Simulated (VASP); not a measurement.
# ScAl5 (P-3m1) in VASP: notebook, part 2 of 2

VASP 6.6.1. The steps go on from the part before.

## 4. Relaxation of cell and atoms, PBE

Contents of INCAR:

```
SYSTEM = ScAl5
PREC     = Accurate       ! precision mode
ENCUT    = 600            ! plane-wave cutoff, eV
EDIFF    = 1E-6           ! SCF threshold, eV
ISMEAR   = 0              ! smearing method
SIGMA    = 0.1            ! smearing width, eV
LREAL    = .False.        ! projectors in reciprocal space
LASPH    = .True.         ! aspherical terms in the spheres
NELM     = 80             ! most SCF steps
ALGO     = Normal         ! electronic algorithm
ISIF     = 3              ! what is computed and relaxed
LWAVE    = .False.        ! write WAVECAR
LCHARG   = .False.        ! write CHGCAR
GGA      = PE             ! functional
IBRION   = 2              ! ionic algorithm
NSW      = 90             ! ionic steps
EDIFFG   = -0.04          ! ionic threshold
```

Contents of KPOINTS:

```
Automatic mesh
0
Gamma
  6 6 2
  0 0 0
```

Contents of POSCAR:

```
ScAl5
1.0
    2.8338751000      0.0000000000      0.0000000000
   -1.4169375500      2.4542078300      0.0000000000
    0.0000000000      0.0000000000     13.8830959900
Sc Al
1 5
Direct
    0.0000000000      0.0000000000      0.0000000000
    0.3333333300      0.6666666700      0.1666666700
    0.6666666700      0.3333333300      0.3333333300
    0.0000000000      0.0000000000      0.5000000000
    0.3333333300      0.6666666700      0.6666666700
    0.6666666700      0.3333333300      0.8333333300
```

Potentials or basis: VASP PAW PBE potentials, release 64 (Sc_sv, Al).

On the command line:

```
$ cat potpaw_PBE.64/Sc_sv/POTCAR potpaw_PBE.64/Al/POTCAR > POTCAR
$ mpirun -np 1 vasp_std > vasp.out
```

OUTCAR:

```text
SYSTEM = ScAl5
   PREC = Accurate
   ENCUT = 600
   EDIFF = 1E-6
   ISMEAR = 0
   LREAL = .False.
   LASPH = .True.
   NELM = 80
   ISIF = 3
   GGA = PE
   IBRION = 2
   NSW = 90
   EDIFFG = -0.04

 ion  position               nearest neighbor table
   1  0.000  0.000  0.000-   2 2.83   6 2.83   6 2.83   2 2.83   6 2.83   2 2.83
   2  0.333  0.667  0.167-   3 2.83   3 2.83   3 2.83   1 2.83   1 2.83   1 2.83
   3  0.667  0.333  0.333-   2 2.83   2 2.83   2 2.83   4 2.83   4 2.83   4 2.83
   4  0.000  0.000  0.500-   3 2.83   5 2.83   3 2.83   5 2.83   3 2.83   5 2.83
   5  0.333  0.667  0.667-   6 2.83   6 2.83   6 2.83   4 2.83   4 2.83   4 2.83
   6  0.667  0.333  0.833-   5 2.83   5 2.83   5 2.83   1 2.83   1 2.83   1 2.83

  LATTYP: Found a hexagonal cell.
 ALAT       =     2.8338751000
 C/A-ratio  =     4.8989794893

  Lattice vectors:

 A1 = (   2.8338751000,   0.0000000000,   0.0000000000)
 A2 = (  -1.4169375500,   2.4542078300,   0.0000000000)
 A3 = (   0.0000000000,   0.0000000000,  13.8830959900)

Analysis of symmetry for initial positions (statically):
=====================================================================
 Subroutine PRICEL returns:
 Original cell was already a primitive cell.

[... 157 lines left out ...]

--------------------------------------- Ionic step        1  -------------------------------------------

 number of electron      26.0000001 magnetization

 Free energy of the ion-electron system (eV)
  ---------------------------------------------------
  ext. energy  EPLUGINS =         0.00000000
  ---------------------------------------------------
  free energy    TOTEN  =       -24.95165367 eV

  energy without entropy =      -24.94240184  energy(sigma->0) =      -24.94702775

------------------------ aborting loop because EDIFF is reached ----------------------------------------

  FORCE on cell =-STRESS in cart. coord.  units (eV):
  Direction    XX          YY          ZZ          XY          YZ          ZX
  --------------------------------------------------------------------------------------
  -------------------------------------------------------------------------------------
  Total        6.0138581      6.0138581      5.2770228      0.0000000     -0.0000000     -0.0000000
  in kB       99.7896242     99.7896244     87.5631116      0.0000000     -0.0000000     -0.0000000
  external PRESSURE =      95.7141201 kB  Pullay stress =       0.0000000 kB
[... 307 lines left out ...]
--------------------------------------- Ionic step        9  -------------------------------------------

 number of electron      26.0000003 magnetization

 Free energy of the ion-electron system (eV)
  ---------------------------------------------------
  ext. energy  EPLUGINS =         0.00000000
  ---------------------------------------------------
  free energy    TOTEN  =       -25.32704828 eV

  energy without entropy =      -25.31488097  energy(sigma->0) =      -25.32096462

 E-fermi :   6.9925     XC(G=0): -10.1449

 val. band max:        6.9469627500   @ k =   0.1667   0.1667   0.5000
 cond. band min:       6.9960651746   @ k =   0.5000  -0.0000   0.0000
 fundamental gap:      0.0491024246
 Fermi energy:         6.9924511162

 k-point     1 :       0.0000    0.0000    0.0000
  band No.  band energies     occupation
      1     -41.9146      2.00000
      2     -20.6705      2.00000
      3     -20.1407      2.00000
      4     -20.1407      2.00000
      5      -3.6312      2.00000
      6      -2.9106      2.00000
[... 302 lines left out ...]
  FREE ENERGIE OF THE ION-ELECTRON SYSTEM (eV)
  ---------------------------------------------------
  free  energy   TOTEN  =       -25.3270482792 eV

  energy  without entropy=      -25.3148809674  energy(sigma->0) =      -25.32096462

 reached required accuracy - stopping structural energy minimisation
```

Wall time 92 s (1 thread of AMD EPYC 9R45 (Zen 5), shared host); peak memory 0.22 GiB.

Results:

* Free energy: -25.3270 eV
* Relaxed volume: 17.81 Å³/atom
* Relaxed cell: a = 2.956 Å, b = 2.956 Å, c = 14.125 Å, α = 90.00°, β = 90.00°, γ = 120.00°
* Space group after relaxing (to 0.1 Å): P-3m1 (No. 164)
* Energy gained by relaxing: 62.6 meV/atom
* Ionic steps: 9
* Pressure after relaxing: 0.2 GPa
* Largest force after relaxing: 0.017 eV/Å
* Band gap on the k mesh: zero (bands 13 and 14 overlap by 2.87 eV)

Forces in eV/Å, atoms in the order of the input:
```
Sc   0.000  0.000  0.000
Al   0.000  0.000 -0.003
Al   0.000  0.000  0.017
Al   0.000  0.000  0.000
Al   0.000  0.000 -0.017
Al   0.000  0.000  0.003
```

Stress tensor (GPa, compression positive):
```
0.16 0.00 0.00
0.00 0.16 0.00
0.00 0.00 0.24
```

Step by step:
```
step  energy change (eV)  largest force (eV/Å)  pressure (GPa)  volume (Å³)
   1              0.0000                0.7904            9.57        96.56
   2             -0.3162                0.2714           -2.05       110.62
   3             -0.3316                0.3488           -0.32       107.82
   4             -0.3538                0.2778           -0.19       107.70
   5             -0.3620                0.1801           -0.03       107.57
   6             -0.3682                0.1085           -0.06       107.48
   7             -0.3733                0.1109           -0.08       107.31
   8             -0.3750                0.0563            0.08       107.06
   9             -0.3754                0.0175            0.19       106.89
```

Final structure:
```
Sc Al
1.0
     2.95599    0.00000    0.00000
    -1.47799    2.55996    0.00000
     0.00000    0.00000   14.12482
Sc Al
1 5
Cartesian
  0.0000 0.0000 0.0000
  0.0000 1.7066 2.4650
  1.4780 0.8533 4.7475
  0.0000 0.0000 7.0624
  0.0000 1.7066 9.3773
  1.4780 0.8533 11.6598
```

Caveat: the k points lie up to 0.41 Å⁻¹ apart in the final cell, too coarse for converged energies and pressures of a metal.

## 5. Single point, PBE

This run uses another cell than the first one, of 18.05 Å³/atom.

Contents of INCAR:

```
PREC = Accurate ; ENCUT = 520
EDIFF = 1E-7 ; ISMEAR = 0
SIGMA = 0.1 ; LREAL = False
LASPH = True ; NELM = 80
ALGO = Fast ; ISIF = 2
LWAVE = False ; LCHARG = False
GGA = PE ; NBANDS = 22
```

Contents of KPOINTS:

```
Automatic mesh
0
Gamma
  12 12 4
```

Contents of POSCAR:

```
ScAl5
1.0
    3.0288021800      0.0000000000      0.0000000000
   -1.5144010900      2.6230196309      0.0000000000
    0.0000000000      0.0000000000     13.6306577052
Sc Al
1 5
Direct
    0.0000000000      0.0000000000      0.0000000000
    0.3333333333      0.6666666667      0.1774169023
    0.6666666667      0.3333333333      0.3393771479
    0.0000000000      0.0000000000      0.5000000000
    0.3333333333      0.6666666667      0.6606228521
    0.6666666667      0.3333333333      0.8225830977
```

On the command line:

```
$ cat potpaw_PBE.64/Sc_sv/POTCAR potpaw_PBE.64/Al/POTCAR > POTCAR
$ mpirun -np 1 vasp_std > vasp.out
```

It took 1.8 min on 1 thread of AMD EPYC 9R45 (Zen 5), shared host; peak memory 0.29 GiB.

The run converged. Its results:

```
Free energy            : -25.2569 eV
Pressure               : 0.0 GPa
Largest force          : 0.010 eV/Å
Band gap on the k mesh : zero (bands 13 and 14 overlap by 3.14 eV)
```

Forces on the atoms (eV/Å):
```
Sc   0.000  0.000  0.000
Al   0.000  0.000  0.010
Al   0.000  0.000  0.000
Al   0.000  0.000  0.000
Al   0.000  0.000  0.000
Al   0.000  0.000 -0.010
```

Levels at points of the mesh, in eV from the Fermi level:
| k point | band 11 | band 12 | band 13 | band 14 | band 15 | band 16 |
| --- | --- | --- | --- | --- | --- | --- |
| (0.00, 0.00, 0.00) | -2.29 | 0.42 | 2.01 | 2.01 | 2.79 | 3.55 |
| (0.50, 0.00, 0.00) | -2.55 | -1.96 | -1.19 | -0.69 | 0.11 | 0.36 |
| (0.00, 0.00, 0.50) | -1.16 | -0.09 | 2.01 | 2.01 | 2.53 | 3.55 |
| (0.50, 0.00, 0.50) | -2.67 | -1.98 | -1.40 | -0.68 | 0.42 | 0.77 |

## 6. Overview

| task | cell | k mesh | cutoff (eV) | gap on the mesh (eV) | pressure (GPa) | largest force (eV/Å) |
| --- | --- | --- | --- | --- | --- | --- |
| single point | a = 2.834, b = 2.834, c = 13.883 Å, angles 90.0, 90.0, 120.0°, 6 atoms, atomic positions A | 6 × 6 × 2 | 520 | none | 9.6 | 0.79 |
| single point | a = 2.956, b = 2.956, c = 14.125 Å, angles 90.0, 90.0, 120.0°, 6 atoms, atomic positions B | 6 × 6 × 2 | 520 | none | 0.2 | 0.02 |
| relaxation of cell and atoms | relaxed from a = 2.834, b = 2.834, c = 13.883 Å, angles 90.0, 90.0, 120.0°, 6 atoms, atomic positions A | 6 × 6 × 2 | 600 | none | 0.2 | 0.02 |
| single point | a = 3.029, b = 3.029, c = 13.631 Å, angles 90.0, 90.0, 120.0°, 6 atoms, atomic positions C | 12 × 12 × 4 | 520 | none | 0.0 | 0.01 |

Alike in all rows: level PBE; potentials or basis VASP PAW PBE potentials, release 64 (Sc_sv, Al); no spin polarisation; smearing gaussian 0.1 eV.

Caveats: some runs use coarse meshes.

Total energies depend on the potentials used, so only differences within one code and one set of settings carry meaning.

The gap in the log of VASP goes by the Fermi energy; the results here count the filled bands.